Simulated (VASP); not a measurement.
# BAs (F-43m) in VASP: further runs, part 2 of 2

VASP 6.6.1. The steps go on from the part before.

**3. Single point, PBE (strain +1.0%)**

Contents of INCAR:

```
PREC = Accurate
ENCUT = 520
EDIFF = 1E-7
ISMEAR = -1
SIGMA = 0.02
LREAL = F
LASPH = T
NELM = 60
ALGO = Normal
ISIF = 2
LWAVE = F
LCHARG = F
GGA = PE
NBANDS = 11
```

Contents of KPOINTS:

```
regular mesh
0
Gamma
  10 10 10
```

Contents of POSCAR:

```
BAs
1.0
    0.0000000000      2.4157862801      2.4157862801
    2.4157862801      0.0000000000      2.4157862801
    2.4157862801      2.4157862801      0.0000000000
B As
1 1
Direct
    0.0000000000      0.0000000000      0.0000000000
    0.2500000000      0.2500000000      0.2500000000
```

Potentials or basis: VASP PAW PBE potentials, release 64 (B, As).

On the command line:

```sh
cat potpaw_PBE.64/B/POTCAR potpaw_PBE.64/As/POTCAR > POTCAR
mpirun -np 1 vasp_std > vasp.out
```

OUTCAR:

```text
PREC = Accurate
   ENCUT = 520
   EDIFF = 1E-7
   ISMEAR = -1
   LREAL = F
   LASPH = T
   NELM = 60
   ISIF = 2
   GGA = PE

 ion  position               nearest neighbor table
   1  0.000  0.000  0.000-   2 2.09   2 2.09   2 2.09   2 2.09
   2  0.250  0.250  0.250-   1 2.09   1 2.09   1 2.09   1 2.09

  LATTYP: Found a face centered cubic cell.
 ALAT       =     4.8315725602

  Lattice vectors:

 A1 = (   0.0000000000,   2.4157862801,   2.4157862801)
 A2 = (   2.4157862801,   0.0000000000,   2.4157862801)
 A3 = (   2.4157862801,   2.4157862801,   0.0000000000)

Analysis of symmetry for initial positions (statically):
=====================================================================
 Subroutine PRICEL returns:
 Original cell was already a primitive cell.

 Routine SETGRP: Setting up the symmetry group for a
 face centered cubic supercell.

 Subroutine GETGRP returns: Found 24 space group operations
 (whereof 24 operations were pure point group operations)
 out of a pool of 48 trial point group operations.

The static configuration has the point symmetry T_d .

Analysis of symmetry for dynamics (positions and initial velocities):
=====================================================================
 Subroutine PRICEL returns:
 Original cell was already a primitive cell.

 Routine SETGRP: Setting up the symmetry group for a
 face centered cubic supercell.

 Subroutine GETGRP returns: Found 24 space group operations
 (whereof 24 operations were pure point group operations)
 out of a pool of 48 trial point group operations.

The dynamic configuration has the point symmetry T_d .

 Subroutine INISYM returns: Found 24 space group operations
 (whereof 24 operations are pure point group operations),
 and found     1 'primitive' translations

----------------------------------------------------------------------------------------

[... 113 lines left out ...]
  volume/ion in A,a.u.               =      14.10        95.14
  Fermi-wavevector in a.u.,A,eV,Ry     =   1.075729  2.032834 15.744573  1.157193
  Thomas-Fermi vector in A             =   2.211594
   LORBIT       =      0    0 simple, 1 ext, 2 COOP (PROOUT), +10 PAW based schemes
   GGA     = PE    functional components
   LHFCALC =     F    Hartree Fock is set to
   AEXX    =    0.0000 exact exchange contribution
   IVDW    =     0    specifies the selected vdW correction
   LEPSILON=     F    determine dielectric tensor
   LRPA    =     F    only Hartree local field effects (RPA)
 non-spin polarized calculation
  energy-cutoff  :      520.00
  volume of cell :       28.20
 maximum number of plane-waves:       769
 NGX is ok and might be reduce to    28
   NGX = 13   NGY = 13   NGZ = 13

 number of electron       8.0000000 magnetization

 Free energy of the ion-electron system (eV)
  ---------------------------------------------------
  ext. energy  EPLUGINS =         0.00000000
  ---------------------------------------------------
  free energy    TOTEN  =       -11.41272467 eV

  energy without entropy =      -11.41272467  energy(sigma->0) =      -11.41272467

 E-fermi :   6.1316     XC(G=0): -10.4372

 val. band max:        5.7554335195   @ k =   0.0000   0.0000   0.0000
 cond. band min:       6.9655600017   @ k =   0.4000   0.4000   0.0000
 fundamental gap:      1.2101264822
 Fermi energy:         6.1315746348

 k-point     1 :       0.0000    0.0000    0.0000
  band No.  band energies     occupation
      1      -9.3394      2.00000
      2       5.7554      2.00000
      3       5.7554      2.00000
      4       5.7554      2.00000
      5       8.9900      0.00000
      6       8.9900      0.00000
      7       8.9900      0.00000
      8      10.0131      0.00000
      9      15.1762      0.00000
     10      18.5696      0.00000
     11      18.5696      0.00000
[... 309 lines left out ...]
 k-point    24 :       0.4000    0.3000    0.0000
  band No.  band energies     occupation
      1      -6.7880      2.00000
      2      -0.6119      2.00000
      3       1.9191      2.00000
      4       2.3914      2.00000
      5       7.4690      0.00000
      6       9.1372      0.00000
      7      14.3515      0.00000
      8      14.6017      0.00000
      9      17.5144      0.00000
     10      21.1431      0.00000
     11      21.4070      0.00000

 [... further k-points ...]
[... 5 lines left out ...]
  --------------------------------------------------------------------------------------
  -------------------------------------------------------------------------------------
  Total       -0.2135929     -0.2135929     -0.2135929      0.0000000     -0.0000000      0.0000000
  in kB      -12.1364572    -12.1364572    -12.1364572      0.0000000     -0.0000000      0.0000000
  external PRESSURE =     -12.1364572 kB  Pullay stress =       0.0000000 kB

 VOLUME and BASIS-vectors are now :
 -----------------------------------------------------------------------------
  energy-cutoff  :      520.00
  volume of cell :       28.20
      direct lattice vectors                 reciprocal lattice vectors
     0.000000000  2.415786280  2.415786280    -0.206971951  0.206971951  0.206971951
     2.415786280  0.000000000  2.415786280     0.206971951 -0.206971951  0.206971951
     2.415786280  2.415786280  0.000000000     0.206971951  0.206971951 -0.206971951

 POSITION                                       TOTAL-FORCE (eV/Angst)
 -----------------------------------------------------------------------------------
      0.00000      0.00000      0.00000        -0.000000     -0.000000     -0.000000
      1.20789      1.20789      1.20789         0.000000      0.000000      0.000000
 -----------------------------------------------------------------------------------
    total drift:                               -0.000000     -0.000000     -0.000000

  FREE ENERGIE OF THE ION-ELECTRON SYSTEM (eV)
  ---------------------------------------------------
  free  energy   TOTEN  =       -11.4127246744 eV

  energy  without entropy=      -11.4127246744  energy(sigma->0) =      -11.41272467
```

Wall time 16 s (1 thread of Intel Xeon 6975P-C, shared host); peak memory 0.16 GiB.

What came out:

| Item | Value |
| --- | --- |
| Free energy | -11.4127 eV |
| Pressure | -1.2 GPa |
| Band gap on the k mesh | 1.21 eV, indirect (least direct gap 3.23 eV) |

Caveat: the cell differs from its parent crystal (strain +1.0%). A k mesh can miss the band edges.
